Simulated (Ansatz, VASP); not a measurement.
# Be2Cd2O in VASP and in Ansatz

The input INCAR:

```
SYSTEM = Be2Cd2O
  ALGO = Normal
  EDIFF = 1E-6
  EDIFFG = -0.04
  ENCUT = 600
  GGA = PE
  IBRION = 2
  ISIF = 3
  ISMEAR = 0
  LASPH = .True.
  LCHARG = .False.
  LREAL = .False.
  LWAVE = .False.
  NELM = 60
  NSW = 90
  PREC = Accurate
  SIGMA = 0.1
```

Contents of KPOINTS:

```
k-points
0
Gamma
  4 4 4
  0 0 0
```

The input POSCAR:

```
Be2Cd2O
1.0
    3.8664509500      0.0000000000      0.0000000000
    0.0000000000      3.8664509500      0.0000000000
    0.0000000000      0.0000000000      5.2447268700
Be Cd O
2 2 1
Direct
    0.5000000000      0.5000000000      0.2399999900
    0.5000000000      0.5000000000      0.7600000100
    0.0000000000      0.5000000000      0.5000000000
    0.5000000000      0.0000000000      0.5000000000
    0.0000000000      0.0000000000      0.0000000000
```

Input for Ansatz:

```yaml
crystal:
  lattice:
    - [3.86645095, 0.0, 0.0]
    - [0.0, 3.86645095, 0.0]
    - [0.0, 0.0, 5.24472687]
  atoms:
    - { symbol: Be, position: [0.5, 0.5, 0.23999999] }
    - { symbol: Be, position: [0.5, 0.5, 0.76000001] }
    - { symbol: Cd, position: [0.0, 0.5, 0.5] }
    - { symbol: Cd, position: [0.5, 0.0, 0.5] }
    - { symbol: O, position: [0.0, 0.0, 0.0] }
basis:
  ecutwfc: 420
kpoints:
  mp_grid: { grid: [4, 4, 4] }
hamiltonian:
  xc: pbe
scf:
  occupations: { method: gaussian, width: 0.1 }
  lower_state_search: "off"
output:
  forces: true
  stress: true
  eigenvalues: true
relax:
  adjacent_minimum: "off"
  f_tol: 0.04
  max_steps: 70
  cell: { stress_tol: 0.4 }
```

Change from the starting cell: species swapped into the CeMg2Si2 type (P4/mmm, No. 123).

Alike in both runs: task relaxation of cell and atoms; functional PBE; k mesh 4 × 4 × 4; occupations gaussian, width 0.1 eV; no spin polarisation.

|  | VASP | Ansatz |
| --- | --- | --- |
| version | VASP 6.6.1 | Ansatz 0.2.0 |
| potentials or method | VASP PAW PBE potentials, release 64 (Be, Cd, O), cutoff 600 eV | scalar-relativistic, plane waves, PAW |
| valence electrons in the cell | 34 | 50 |

|  | VASP | Ansatz | Ansatz less VASP |
| --- | --- | --- | --- |
| gap on the k mesh at the Fermi level, each at its own relaxed structure (eV) | none | none | - |
| relaxed volume (Å³/atom) | 16.37 | 16.40 | +0.025 |
| relaxed cell length with the largest relative difference (Å) | 4.543 | 4.547 | +0.0033 |

A gap of «none» marks a metal or a gap that the smearing closes. VASP's potentials hold 34 valence electrons a cell and Ansatz's 50, so a difference there can come from the potentials and not from the codes.

The k mesh is coarse, so the values compare programs but aren't converged.
